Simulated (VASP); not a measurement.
Set up this calculation in VASP 6.6.1, as the native input.

```yaml
Task: single point
Functional: PBE
Potentials_or_basis: VASP PAW PBE potentials, release 64 (Cu, H)
Cutoff: 520 eV
k_mesh: 5 × 5 × 1
Occupations: gaussian, width 0.1 eV
Spin: no spin polarisation
Dipole_correction: yes
Further_INCAR_settings: ALGO = Fast; EDIFF = 1e-06; NBANDS = 80
```

The structure of Cu6H lies in POSCAR:

```
Cu6H
1.0
    5.1332392722      0.0000000000      0.0000000000
    0.0000000000      5.1332392722      0.0000000000
    0.0000000000      0.0000000000     21.5289058579
Cu H
12 2
Direct
    0.2500000000      0.2500000000      0.1857967157
    0.2500000000      0.7500000000      0.1857967157
    0.7500000000      0.2500000000      0.1857967157
    0.7500000000      0.7500000000      0.1857967157
    0.0000000000      0.0000000000      0.2677566944
    0.0000000000      0.5000000000      0.2677566944
    0.5000000000      0.0000000000      0.2677566944
    0.5000000000      0.5000000000      0.2677566944
    0.2500000000      0.2500000000      0.3497114952
    0.2500000000      0.7500000000      0.3497114952
    0.7500000000      0.2500000000      0.3497114952
    0.7500000000      0.7500000000      0.3497114952
    0.1604853728      1.0000000000      0.5169285393
    0.3395146272      1.0000000000      0.5169285393
```

The input as run:

INCAR

```
SYSTEM = Cu6H
PREC = Accurate ; ENCUT = 520
EDIFF = 1E-6 ; ISMEAR = 0
SIGMA = 0.1 ; LREAL = .FALSE.
LASPH = .TRUE. ; NELM = 100
ALGO = Fast ; ISIF = 2
LWAVE = .FALSE. ; LCHARG = .FALSE.
LDIPOL = .TRUE. ; IDIPOL = 3
DIPOL = 0.5 0.5 0.303 ; GGA = PE
NBANDS = 80
```

KPOINTS

```
Automatic mesh
0
G
  5 5 1
  0 0 0
```

Potentials or basis: VASP PAW PBE potentials, release 64 (Cu, H).

Command:

```bash
$ cat potpaw_PBE.64/Cu/POTCAR potpaw_PBE.64/H/POTCAR > POTCAR
$ mpirun -np 1 vasp_std > vasp.out
```

It gave:

- Largest force: 3.524 eV/Å
- Band gap on the k mesh: zero (bands 67 and 68 overlap by 1.15 eV)

Wall time 29 min on 1 thread of Oxide Virtual Turin-like Processor (shared host), peak memory 0.69 GiB.
